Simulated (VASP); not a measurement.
# SrO (Fm-3m) in VASP: further runs

Aim: see how the results for SrO move with the level of theory and the settings. Levels: PBE, LDA. Tasks: vibrations by perturbation theory, dielectric tensor.

All numbers are computed with VASP 6.6.1; they aren't measurements. Logs are shortened: lines on timing, memory, paths and dates and some standing lists are left out, and cuts for length are marked.

**1. The cell of the first run**

The structure is cubic, space group Fm-3m (No. 225). Conventional cell: a = 5.133 Å, b = 5.133 Å, c = 5.133 Å, α = 90.00°, β = 90.00°, γ = 90.00°. Sr (site symmetry m-3m) has 6 O at 2.57 Å within 3.4 Å. Within 3.4 Å of O (site symmetry m-3m) lie 6 Sr at 2.57 Å.

**2. Vibrations by perturbation theory, PBE**

INCAR

```
PREC     = Accurate       # precision mode
ENCUT    = 520            # plane-wave cutoff, eV
EDIFF    = 1E-8           # SCF threshold, eV
ISMEAR   = -1             # smearing method
SIGMA    = 0.05           # smearing width, eV
LREAL    = F              # projectors in reciprocal space
LASPH    = T              # aspherical terms in the spheres
NELM     = 60             # most SCF steps
ALGO     = Normal         # electronic algorithm
ISIF     = 2              # what is computed and relaxed
LWAVE    = F              # write WAVECAR
LCHARG   = F              # write CHGCAR
GGA      = PE             # functional
NBANDS   = 15             # bands
IBRION   = 8              # ionic algorithm
NSW      = 1              # ionic steps
```

KPOINTS

```
Automatic mesh
0
Gamma
  7 7 7
```

POSCAR

```
SrO
1.0
    0.0000000000      2.5663000000      2.5663000000
    2.5663000000      0.0000000000      2.5663000000
    2.5663000000      2.5663000000      0.0000000000
Sr O
1 1
Direct
    0.5000000000      0.5000000000      0.5000000000
    0.0000000000      0.0000000000      0.0000000000
```

Potentials or basis: VASP PAW PBE potentials, release 64 (Sr_sv, O).

Launch:

```sh
$ cat potpaw_PBE.64/Sr_sv/POTCAR potpaw_PBE.64/O/POTCAR > POTCAR
$ mpirun -np 1 vasp_std > vasp.out
```

OUTCAR:

```text
PREC = Accurate
   ENCUT = 520
   EDIFF = 1E-8
   ISMEAR = -1
   LREAL = F
   LASPH = T
   NELM = 60
   ISIF = 2
   GGA = PE
   IBRION = 8
   NSW = 1

 ion  position               nearest neighbor table
   1  0.500  0.500  0.500-   2 2.57   2 2.57   2 2.57   2 2.57   2 2.57   2 2.57
   2  0.000  0.000  0.000-   1 2.57   1 2.57   1 2.57   1 2.57   1 2.57   1 2.57

  LATTYP: Found a face centered cubic cell.
 ALAT       =     5.1326000000

  Lattice vectors:

 A1 = (   0.0000000000,   2.5663000000,   2.5663000000)
 A2 = (   2.5663000000,   0.0000000000,   2.5663000000)
 A3 = (   2.5663000000,   2.5663000000,   0.0000000000)

Analysis of symmetry for initial positions (statically):
=====================================================================
 Subroutine PRICEL returns:
 Original cell was already a primitive cell.

 Routine SETGRP: Setting up the symmetry group for a
 face centered cubic supercell.

 Subroutine GETGRP returns: Found 48 space group operations
[... 9 lines left out ...]

 Routine SETGRP: Setting up the symmetry group for a
 face centered cubic supercell.

 Subroutine GETGRP returns: Found 48 space group operations
[... 11 lines left out ...]
                                     Primitive cell

  volume of cell :      33.8028

  direct lattice vectors                    reciprocal lattice vectors
     0.000000000  2.566300000  2.566300000    -0.194833028  0.194833028  0.194833028
     2.566300000  0.000000000  2.566300000     0.194833028 -0.194833028  0.194833028
     2.566300000  2.566300000  0.000000000     0.194833028  0.194833028 -0.194833028

  length of vectors
     3.629296265  3.629296265  3.629296265     0.337460704  0.337460704  0.337460704

  position of ions in fractional coordinates (direct lattice)
     0.500000000  0.500000000  0.500000000
     0.000000000  0.000000000  0.000000000

  ion indices of the primitive-cell ions
   primitive index   ion index
                 1           1
                 2           2
[... 489 lines left out ...]
  Total        0.8278866      0.8278866      0.8278866     -0.0000000      0.0000000      0.0000000
  in kB       39.2400148     39.2400148     39.2400148     -0.0000000      0.0000000      0.0000000
  external PRESSURE =      39.2400148 kB  Pullay stress =       0.0000000 kB

 VOLUME and BASIS-vectors are now :
 -----------------------------------------------------------------------------
  energy-cutoff  :      520.00
  volume of cell :       33.80
      direct lattice vectors                 reciprocal lattice vectors
     0.000000000  2.566300000  2.566300000    -0.194833028  0.194833028  0.194833028
     2.566300000  0.000000000  2.566300000     0.194833028 -0.194833028  0.194833028
     2.566300000  2.566300000  0.000000000     0.194833028  0.194833028 -0.194833028

 POSITION                                       TOTAL-FORCE (eV/Angst)
 -----------------------------------------------------------------------------------
      2.56630      2.56630      2.56630         0.000000      0.000000      0.000000
      0.00000      0.00000      0.00000         0.000000      0.000000     -0.000000
 -----------------------------------------------------------------------------------
    total drift:                                0.000000      0.000000      0.000000

  FREE ENERGIE OF THE ION-ELECTRON SYSTEM (eV)
  ---------------------------------------------------
  free  energy   TOTEN  =       -12.0370115231 eV

  energy  without entropy=      -12.0370115230  energy(sigma->0) =      -12.03701152

[... ionic steps 2 to 3 ...]

--------------------------------------- Ionic step        4  -------------------------------------------

------------------------ aborting loop because EDIFF is reached ----------------------------------------

[... ionic steps 5 to 6 ...]

--------------------------------------- Ionic step        7  -------------------------------------------

 Free energy of the ion-electron system (eV)
  ---------------------------------------------------
  ---------------------------------------------------
  free energy    TOTEN  =        -0.36607070 eV

  energy without entropy =       -0.36607070

------------------------ aborting loop because EDIFF is reached ----------------------------------------

 INTERNAL STRAIN TENSOR  FOR ION    2  DIRECTION 1   (eV/Angst):
 -----------------------------------------------------------------------------
    -0.00028 -0.00000  0.00000
     0.00000 -0.00313  0.00000
     0.00000  0.00000 -0.00313

 INTERNAL STRAIN TENSOR FOR ION    2 for displacements in x,y,z  (eV/Angst):
          X           Y           Z          XY          YZ          ZX
  --------------------------------------------------------------------------------
  x     0.00000     0.00000     0.00000     0.00000     0.00000     0.00000
  y     0.00000     0.00000     0.00000     0.00000     0.00000     0.00000
  z     0.00000     0.00000     0.00000     0.00000     0.00000     0.00000

 SECOND DERIVATIVES (NOT SYMMETRIZED)
 ------------------------------------
               1X          1Y          1Z          2X          2Y          2Z
  1X    -2.360806    0.000000    0.000000    2.360806    0.000000    0.000000
  1Y     0.000000   -2.360806    0.000000    0.000000    2.360806    0.000000
  1Z     0.000000    0.000000   -2.360806    0.000000    0.000000    2.360806
  2X     2.357049    0.000000    0.000000   -2.357049    0.000000    0.000000
  2Y     0.000000    2.357049    0.000000    0.000000   -2.357049    0.000000
  2Z     0.000000    0.000000    2.357049    0.000000    0.000000   -2.357049

 Eigenvectors and eigenvalues of the dynamical matrix
 ----------------------------------------------------

   1 f  =    6.526024 THz    41.004220 2PiTHz  217.684739 cm-1    26.989456 meV
             X         Y         Z           dx          dy          dz
      2.566300  2.566300  2.566300    -0.393216   -0.000000    0.000000
      0.000000  0.000000  0.000000     0.919446   -0.000000    0.000000
[... 21 lines left out ...]
   6 f/i=    0.001879 THz     0.011804 2PiTHz    0.062664 cm-1     0.007769 meV
             X         Y         Z           dx          dy          dz
      2.566300  2.566300  2.566300     0.299962   -0.130425    0.859298
      0.000000  0.000000  0.000000     0.128284   -0.055778    0.367492

--------------------------------------------------------------------------------------------------------

 ELASTIC MODULI CONTR FROM IONIC RELAXATION (kBar)
 Direction    XX          YY          ZZ          XY          YZ          ZX
 --------------------------------------------------------------------------------
 XX           0.0000      0.0000      0.0000      0.0000      0.0000      0.0000
 YY           0.0000      0.0000      0.0000      0.0000      0.0000      0.0000
 ZZ           0.0000      0.0000      0.0000      0.0000      0.0000      0.0000
 XY           0.0000      0.0000      0.0000      0.0000      0.0000      0.0000
 YZ           0.0000      0.0000      0.0000      0.0000      0.0000      0.0000
 ZX           0.0000      0.0000      0.0000      0.0000      0.0000      0.0000
 --------------------------------------------------------------------------------
```

Run time: 67 s. Hardware: 1 thread of AMD EPYC 9R45 (Zen 5), shared host; peak memory 0.18 GiB.

What came out:

```
Highest phonon frequency at Γ, LO-TO splitting left out : 218 cm⁻¹
```

Phonon frequencies in cm⁻¹ (negative: imaginary):
| q point | frequencies |
| --- | --- |
| (0.000, 0.000, 0.000) | 0 0 0 218 218 218 |

Caveat: the cell wasn't relaxed at this level first, which shifts response properties.

**3. Dielectric tensor, LDA**

INCAR

```
  PREC = Accurate
  ENCUT = 520
  EDIFF = 1E-8
  ISMEAR = 0
  SIGMA = 0.01
  LREAL = F
  LASPH = T
  NELM = 100
  ALGO = Normal
  ISIF = 2
  LWAVE = F
  LCHARG = F
  GGA = CA
  LEPSILON = T
```

KPOINTS

```
regular mesh
0
Gamma
  9 9 9
```

POSCAR is that of step 2.

Potentials or basis: VASP PAW LDA potentials, release 64 (Sr_sv, O).

Launch:

```sh
$ cat potpaw_LDA.64/Sr_sv/POTCAR potpaw_LDA.64/O/POTCAR > POTCAR
$ mpirun -np 1 vasp_std > vasp.out
```

OUTCAR:

```text
PREC = Accurate
   ENCUT = 520
   EDIFF = 1E-8
   ISMEAR = 0
   LREAL = F
   LASPH = T
   NELM = 100
   ISIF = 2
   GGA = CA
   LEPSILON = T

 ion  position               nearest neighbor table
   1  0.500  0.500  0.500-   2 2.57   2 2.57   2 2.57   2 2.57   2 2.57   2 2.57
   2  0.000  0.000  0.000-   1 2.57   1 2.57   1 2.57   1 2.57   1 2.57   1 2.57

  LATTYP: Found a face centered cubic cell.
 ALAT       =     5.1326000000

  Lattice vectors:

 A1 = (   0.0000000000,   2.5663000000,   2.5663000000)
 A2 = (   2.5663000000,   0.0000000000,   2.5663000000)
 A3 = (   2.5663000000,   2.5663000000,   0.0000000000)

Analysis of symmetry for initial positions (statically):
=====================================================================
 Subroutine PRICEL returns:
 Original cell was already a primitive cell.

 Routine SETGRP: Setting up the symmetry group for a
 face centered cubic supercell.

 Subroutine GETGRP returns: Found 48 space group operations
[... 9 lines left out ...]

 Routine SETGRP: Setting up the symmetry group for a
 face centered cubic supercell.

 Subroutine GETGRP returns: Found 48 space group operations
[... 11 lines left out ...]
                                     Primitive cell

  volume of cell :      33.8028

  direct lattice vectors                    reciprocal lattice vectors
     0.000000000  2.566300000  2.566300000    -0.194833028  0.194833028  0.194833028
     2.566300000  0.000000000  2.566300000     0.194833028 -0.194833028  0.194833028
     2.566300000  2.566300000  0.000000000     0.194833028  0.194833028 -0.194833028

  length of vectors
     3.629296265  3.629296265  3.629296265     0.337460704  0.337460704  0.337460704

  position of ions in fractional coordinates (direct lattice)
     0.500000000  0.500000000  0.500000000
     0.000000000  0.000000000  0.000000000

  ion indices of the primitive-cell ions
   primitive index   ion index
                 1           1
[... 513 lines left out ...]

 HEAD OF MICROSCOPIC STATIC DIELECTRIC TENSOR (INDEPENDENT PARTICLE, excluding Hartree and local field effects)
 ------------------------------------------------------
           4.102237     0.000000     0.000000
          -0.000000     4.102237    -0.000000
           0.000000     0.000000     4.102237
 ------------------------------------------------------

 Free energy of the ion-electron system (eV)
  ---------------------------------------------------
  ---------------------------------------------------
  free energy    TOTEN  =        -0.28717213 eV

  energy without entropy =       -0.28717213

------------------------ aborting loop because EDIFF is reached ----------------------------------------

--------------------------------------- Ionic step        2  -------------------------------------------

------------------------ aborting loop because EDIFF is reached ----------------------------------------

--------------------------------------- Ionic step        3  -------------------------------------------

 Free energy of the ion-electron system (eV)
  ---------------------------------------------------
  ---------------------------------------------------
  free energy    TOTEN  =        -0.28717222 eV

  energy without entropy =       -0.28717222

------------------------ aborting loop because EDIFF is reached ----------------------------------------

 PIEZOELECTRIC TENSOR FIELD DIRECTION 3  (e Angst)
 -----------------------------------------------------------------------------
    -0.00002  0.00000 -0.00000           ( -0.00001  0.00000 -0.00000)
     0.00000 -0.00002  0.00000           (  0.00000 -0.00001  0.00000)
    -0.00000  0.00000 -0.00065           ( -0.00000  0.00000 -0.00001)

 PIEZOELECTRIC TENSOR FIELD DIRECTION 3  (C/m^2)
 -----------------------------------------------------------------------------
    -0.00001  0.00000 -0.00000
     0.00000 -0.00001  0.00000
    -0.00000  0.00000 -0.00031

 MACROSCOPIC STATIC DIELECTRIC TENSOR (including local field effects in DFT)
 ------------------------------------------------------
           3.879845    -0.000000    -0.000000
           0.000000     3.879845    -0.000000
           0.000000     0.000000     3.879845
 ------------------------------------------------------

 PIEZOELECTRIC TENSOR (including local field effects)  for field in x, y, z        (e  Angst)
          XX          YY          ZZ          XY          YZ          ZX
  --------------------------------------------------------------------------------
  x     0.00000     0.00000     0.00000     0.00000     0.00000     0.00000
  y     0.00000     0.00000     0.00000     0.00000     0.00000     0.00000
  z     0.00000     0.00000     0.00000     0.00000     0.00000     0.00000

 PIEZOELECTRIC TENSOR (including local field effects)  for field in x, y, z        (C/m^2)
          XX          YY          ZZ          XY          YZ          ZX
  --------------------------------------------------------------------------------
  x     0.00000     0.00000     0.00000     0.00000     0.00000     0.00000
  y     0.00000     0.00000     0.00000     0.00000     0.00000     0.00000
  z     0.00000     0.00000     0.00000     0.00000     0.00000     0.00000

 BORN EFFECTIVE CHARGES (including local field effects) (in |e|, cummulative output)
 ---------------------------------------------------------------------------------
 ion    1
    1     2.45589     0.00000    -0.00000
    2    -0.00000     2.45589    -0.00000
    3     0.00000    -0.00000     2.45589
 ion    2
    1    -2.45589    -0.00000     0.00000
    2     0.00000    -2.45589     0.00000
    3    -0.00000     0.00000    -2.45589
```

OSZICAR:

```text
N       E                     dE             d eps       ncg     rms          rms(c)
DAV:   1     0.647457273806E+02    0.64746E+02   -0.81867E+03   840   0.125E+03
DAV:   2    -0.121189120306E+02   -0.76865E+02   -0.71060E+02  1124   0.247E+02
DAV:   3    -0.154774402758E+02   -0.33585E+01   -0.33395E+01  1248   0.483E+01
[... 12 lines left out ...]
RMM:   9    -0.287161876036E+00    0.20716E-05   -0.35051E-06  4273   0.596E-03    0.122E-03
RMM:  10    -0.287170909474E+00   -0.90334E-05   -0.76464E-08  4273   0.257E-03    0.303E-04
RMM:  11    -0.287171889794E+00   -0.98032E-06   -0.82760E-07  4255   0.973E-04    0.176E-04
RMM:  12    -0.287171899548E+00   -0.97536E-08   -0.31675E-07  4013   0.430E-04    0.750E-05
RMM:  13    -0.287172219090E+00   -0.31954E-06   -0.33471E-07  3551   0.183E-04    0.127E-05
RMM:  14    -0.287172220148E+00   -0.10583E-08   -0.43924E-08  2831   0.971E-05    0.883E-06
```

It took 2.4 min on 1 thread of AMD EPYC 9R45 (Zen 5), shared host; peak memory 0.19 GiB.

What came out:

```
Band gap on the k mesh                  : 3.15 eV, indirect (least direct gap 3.24 eV)
Electronic dielectric tensor (diagonal) : 3.88
Born charges (mean of the diagonal)     : Sr +2.46; O -2.46 e
```

Levels at points of the mesh, in eV from the valence-band top:
```
           k point  band 5  band 6  band 7  band 8  band 9  band 10  band 11  band 12
(0.00, 0.00, 0.00)  -13.79    0.00    0.00    0.00    3.84     6.12     6.12     6.12
```

Electronic dielectric tensor:
```
3.88 0.00 0.00
0.00 3.88 0.00
0.00 0.00 3.88
```

Born effective charge tensors (e):
atom 1, Sr
```
2.46 0.00 0.00
0.00 2.46 0.00
0.00 0.00 2.46
```
atom 2, O
```
-2.46  0.00  0.00
 0.00 -2.46  0.00
 0.00  0.00 -2.46
```

A k mesh can miss the band edges.
